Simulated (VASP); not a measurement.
A run of VASP 6.6.1:

Contents of INCAR:

```
SYSTEM = In3Se
  PREC = Accurate
  ENCUT = 520
  EDIFF = 1E-6
  ISMEAR = -1
  SIGMA = 0.05
  LREAL = .FALSE.
  LASPH = .TRUE.
  NELM = 100
  ALGO = Normal
  ISIF = 2
  LWAVE = .FALSE.
  LCHARG = .TRUE.
  GGA = PS
  LELF = .TRUE.
  LVHAR = .TRUE.
  NBANDS = 30
```

File KPOINTS:

```
Automatic mesh
0
G
  4 4 4
  0 0 0
```

The input POSCAR:

```
In3Se
1.0
    4.8037580000      0.0000000000      0.0000000000
    0.0000000000      4.8037580000      0.0000000000
    0.0000000000      0.0000000000      4.8037580000
In Se
3 1
Direct
    0.5000000000      0.5000000000      0.0000000000
    0.5000000000      0.0000000000      0.5000000000
    0.0000000000      0.5000000000      0.5000000000
    0.0000000000      0.0000000000      0.0000000000
```

Potentials or basis: VASP PAW PBE potentials, release 64 (In_d, Se).

Launch:

```sh
$ cat potpaw_PBE.64/In_d/POTCAR potpaw_PBE.64/Se/POTCAR > POTCAR
$ mpirun -np 1 vasp_std > vasp.out
```

Hardware: 1 thread of Intel(R) Xeon(R) Platinum 8259CL CPU @ 2.50GHz (Skylake/Cascade Lake), with other jobs on the host.

Problem. Estimate the wall time of this run.

Solution. Run time: 26 s on 1 thread of Intel(R) Xeon(R) Platinum 8259CL CPU @ 2.50GHz (Skylake/Cascade Lake) (shared host), peak memory 0.2 GiB. Counts: scf iterations 13, k points 10.
